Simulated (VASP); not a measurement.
# Sc (Im-3m) in VASP: further runs

Sc is run at these levels: PBEsol; tasks: single point.

Program: VASP 6.6.1. These are calculated values, not measurements. Logs are shortened: lines on timing, memory, paths and dates and some standing lists are left out, and cuts for length are marked.

### 1 The cell of the first run

The structure is cubic, space group Im-3m (No. 229). Conventional cell: a = 3.061 Å, b = 3.061 Å, c = 3.061 Å, α = 90.00°, β = 90.00°, γ = 90.00°. Sc (site symmetry m-3m) has 14 Sc at 2.65 to 3.06 Å within 3.5 Å.

### 2 Single point, PBEsol

INCAR

```
PREC = Accurate ; ENCUT = 520
EDIFF = 1E-6 ; ISMEAR = -1
SIGMA = 0.05 ; LREAL = False
LASPH = True ; NELM = 80
ALGO = Normal ; ISIF = 2
LWAVE = False ; LCHARG = False
GGA = PS ; NBANDS = 12
```

KPOINTS

```
Automatic mesh
0
Gamma
  18 18 18
```

POSCAR

```
Sc
1.0
   -1.5302947031      1.5302947031      1.5302947031
    1.5302947031     -1.5302947031      1.5302947031
    1.5302947031      1.5302947031     -1.5302947031
Sc
1
Direct
    0.0000000000      0.0000000000      0.0000000000
```

Potentials or basis: VASP PAW PBE potentials, release 64 (Sc_sv).

On the command line:

```console
> cat potpaw_PBE.64/Sc_sv/POTCAR > POTCAR
> mpirun -np 1 vasp_std > vasp.out
```

OUTCAR:

```text
PREC = Accurate
   ENCUT = 520
   EDIFF = 1E-6
   ISMEAR = -1
   LREAL = False
   LASPH = True
   NELM = 80
   ISIF = 2
   GGA = PS

 ion  position               nearest neighbor table
   1  0.000  0.000  0.000-

  LATTYP: Found a body centered cubic cell.
 ALAT       =     3.0605894062

  Lattice vectors:

 A1 = (  -1.5302947031,   1.5302947031,   1.5302947031)
 A2 = (   1.5302947031,  -1.5302947031,   1.5302947031)
 A3 = (   1.5302947031,   1.5302947031,  -1.5302947031)

Analysis of symmetry for initial positions (statically):
=====================================================================
 Subroutine PRICEL returns:
 Original cell was already a primitive cell.

 Routine SETGRP: Setting up the symmetry group for a
 body centered cubic supercell.

 Subroutine GETGRP returns: Found 48 space group operations
 (whereof 48 operations were pure point group operations)
 out of a pool of 48 trial point group operations.

The static configuration has the point symmetry O_h .

Analysis of symmetry for dynamics (positions and initial velocities):
=====================================================================
 Subroutine PRICEL returns:
 Original cell was already a primitive cell.

 Routine SETGRP: Setting up the symmetry group for a
 body centered cubic supercell.

 Subroutine GETGRP returns: Found 48 space group operations
 (whereof 48 operations were pure point group operations)
 out of a pool of 48 trial point group operations.

The dynamic configuration has the point symmetry O_h .

 Subroutine INISYM returns: Found 48 space group operations
 (whereof 48 operations are pure point group operations),
 and found     1 'primitive' translations

----------------------------------------------------------------------------------------

                                     Primitive cell

  volume of cell :      14.3346

  direct lattice vectors                    reciprocal lattice vectors
    -1.530294703  1.530294703  1.530294703     0.000000000  0.326734451  0.326734451
     1.530294703 -1.530294703  1.530294703     0.326734451  0.000000000  0.326734451
     1.530294703  1.530294703 -1.530294703     0.326734451  0.326734451  0.000000000

  length of vectors
     2.650548176  2.650548176  2.650548176     0.462072292  0.462072292  0.462072292

  position of ions in fractional coordinates (direct lattice)
     0.000000000  0.000000000  0.000000000
[... 75 lines left out ...]
   NELM   =     80;   NELMIN=  2; NELMDL= -5     # of ELM steps
   EDIFF  = 0.1E-05   stopping-criterion for ELM
   LREAL  =      F    real-space projection
   EDIFFG = 0.1E-04   stopping-criterion for IOM
   NSW    =      0    number of steps for IOM
   IBRION =     -1    ionic relax: 0-MD 1-quasi-New 2-CG
   NFREE  =      0    steps in history (QN), initial steepest desc. (CG)
   ISIF   =      2    stress and relaxation
   ISYM   =      2    0-nonsym 1-usesym 2-fastsym
   POTIM  = 0.5000    time-step for ionic-motion
   TEBEG  =    0.0;   TEEND  =   0.0 temperature during run
   PSTRESS=    0.0 pullay stress
   NELECT =      11.0000    total number of electrons
   NUPDOWN=      -1.0000    fix difference up-down
   EMIN   =  10.00;   EMAX   =-10.00  energy-range for DOS
   EFERMI =   0.00;   METHOD = LEGACY
   ISMEAR =    -1;   SIGMA  =   0.05  broadening in eV -4-tet -1-fermi 0-gaus
   EFERMI_NEDOS =   21; number of points for ismear=-14 and -15
   IALGO  =     38    algorithm
   IMIX   =      4    mixing-type and parameters
     AMIX     =   0.40;   BMIX     =  1.00
     AMIX_MAG =   1.60;   BMIX_MAG =  1.00
  volume/ion in A,a.u.               =      14.33        96.73
  Fermi-wavevector in a.u.,A,eV,Ry     =   1.498801  2.832323 30.564190  2.246405
  Thomas-Fermi vector in A             =   2.610513
   LORBIT       =      0    0 simple, 1 ext, 2 COOP (PROOUT), +10 PAW based schemes
   GGA     = PS    functional components
   LHFCALC =     F    Hartree Fock is set to
   AEXX    =    0.0000 exact exchange contribution
   IVDW    =     0    specifies the selected vdW correction
   LEPSILON=     F    determine dielectric tensor
   LRPA    =     F    only Hartree local field effects (RPA)
 non-spin polarized calculation
  energy-cutoff  :      520.00
  volume of cell :       14.33
 maximum number of plane-waves:       397
   NGX =  9   NGY =  9   NGZ =  9

 number of electron      11.0000002 magnetization

 Free energy of the ion-electron system (eV)
  ---------------------------------------------------
  ext. energy  EPLUGINS =         0.00000000
  ---------------------------------------------------
  free energy    TOTEN  =        -5.24051503 eV

  energy without entropy =       -5.22476472  energy(sigma->0) =       -5.23263988

 E-fermi :   7.4635     XC(G=0): -12.4647

 val. band max:        7.4629421590   @ k =   0.3333   0.1667   0.0000
 cond. band min:       7.4635620547   @ k =   0.5000   0.5000   0.0556
 fundamental gap:      0.0006198957
 Fermi energy:         7.4634940900

 k-point     1 :       0.0000    0.0000    0.0000
  band No.  band energies     occupation
      1     -40.8340      2.00000
      2     -18.3911      2.00000
      3     -18.3911      2.00000
      4     -18.3911      2.00000
      5       1.9666      2.00000
      6       9.5968      0.00000
      7       9.5968      0.00000
      8       9.5968      0.00000
      9      12.2411      0.00000
     10      12.2411      0.00000
     11      25.6557      0.00000
     12      25.6557      0.00000
[... 331 lines left out ...]
 k-point    24 :       0.3889    0.1111   -0.0000
  band No.  band energies     occupation
      1     -40.2894      2.00000
      2     -20.3664      2.00000
      3     -19.0704      2.00000
      4     -18.5158      2.00000
      5       5.1305      2.00000
      6       7.4328      1.29809
      7       9.5074      0.00000
      8      12.2533      0.00000
      9      13.2131      0.00000
     10      15.3754      0.00000
     11      21.1261      0.00000
     12      22.4769      0.00000

 [... further k-points ...]
[... 5 lines left out ...]
  --------------------------------------------------------------------------------------
  -------------------------------------------------------------------------------------
  Total        5.2318616      5.2318616      5.2318616      0.0000000      0.0000000     -0.0000000
  in kB      584.7653283    584.7653283    584.7653283      0.0000000      0.0000000     -0.0000000
  external PRESSURE =     584.7653283 kB  Pullay stress =       0.0000000 kB

 VOLUME and BASIS-vectors are now :
 -----------------------------------------------------------------------------
  energy-cutoff  :      520.00
  volume of cell :       14.33
      direct lattice vectors                 reciprocal lattice vectors
    -1.530294703  1.530294703  1.530294703     0.000000000  0.326734451  0.326734451
     1.530294703 -1.530294703  1.530294703     0.326734451  0.000000000  0.326734451
     1.530294703  1.530294703 -1.530294703     0.326734451  0.326734451  0.000000000

 POSITION                                       TOTAL-FORCE (eV/Angst)
 -----------------------------------------------------------------------------------
      0.00000      0.00000      0.00000         0.000000     -0.000000      0.000000
 -----------------------------------------------------------------------------------
    total drift:                                0.000000      0.000000      0.000000

  FREE ENERGIE OF THE ION-ELECTRON SYSTEM (eV)
  ---------------------------------------------------
  free  energy   TOTEN  =        -5.2405150319 eV

  energy  without entropy=       -5.2247647247  energy(sigma->0) =       -5.23263988
```

stdout:

```text
POSCAR found type information on POSCAR Sc
 POSCAR found :  1 types and       1 ions
 scaLAPACK will be used
 -----------------------------------------------------------------------------
|                                                                             |
|                                                                             |
|     You enforced a specific xc type in the INCAR file but a different       |
|     I HOPE YOU KNOW WHAT YOU ARE DOING!                                     |
|                                                                             |
 -----------------------------------------------------------------------------

 LDA part: xc-table for (Slater+PW92), standard interpolation
 POSCAR, INCAR and KPOINTS ok, starting setup
 FFT: planning ... GRIDC
 FFT: planning ... GRID_SOFT
 FFT: planning ... GRID
 WAVECAR not read
 entering main loop
```

Run time: 21 s. Hardware: 1 thread of Intel Xeon Platinum 8375C at 2.90GHz (Ice Lake), shared host; peak memory 0.15 GiB.

Results:

* Free energy: -5.2405 eV
* Pressure: 58.5 GPa

Caveat: the PAW data sets were made with another functional, which shifts forces and pressure a little.

### 3 Single point, PBEsol

INCAR

```
SYSTEM = Sc
PREC = Accurate
ENCUT = 520
EDIFF = 1E-6
ISMEAR = -1
SIGMA = 0.05
LREAL = .False.
LASPH = .True.
NELM = 80
ALGO = Normal
ISIF = 2
LWAVE = .False.
LCHARG = .False.
GGA = PS
NBANDS = 12
```

KPOINTS

```
Automatic mesh
0
Gamma
  18 18 18
  0 0 0
```

POSCAR

```
Sc
1.0
   -1.5300553158      1.5300553158      1.5300553158
    1.5300553158     -1.5300553158      1.5300553158
    1.5300553158      1.5300553158     -1.5300553158
Sc
1
Direct
    0.0000000000      0.0000000000      0.0000000000
```

Potentials or basis: VASP PAW PBE potentials, release 64 (Sc_sv).

On the command line:

```console
> cat potpaw_PBE.64/Sc_sv/POTCAR > POTCAR
> mpirun -np 1 vasp_std > vasp.out
```

Wall time 22 s (1 thread of Intel Xeon Platinum 8375C at 2.90GHz (Ice Lake), shared host); peak memory 0.15 GiB.

The run converged. Its results:

| Item | Value |
| --- | --- |
| Free energy | -5.2381 eV |
| Pressure | 58.6 GPa |

Levels at points of the mesh, in eV from the Fermi level:
| k point | band 3 | band 4 | band 5 | band 6 | band 7 | band 8 | band 9 | band 10 |
| --- | --- | --- | --- | --- | --- | --- | --- | --- |
| (0.00, 0.00, 0.00) | -25.85 | -25.85 | -5.50 | 2.13 | 2.13 | 2.13 | 4.78 | 4.78 |
| (0.50, 0.00, 0.00) | -26.46 | -25.89 | -2.76 | -0.14 | 3.02 | 4.96 | 5.53 | 7.59 |
| (0.50, 0.50, 0.50) | -27.20 | -27.20 | -2.94 | -2.94 | 6.96 | 6.96 | 6.96 | 11.17 |

Caveat: the PAW data sets were made with another functional, which shifts forces and pressure a little.
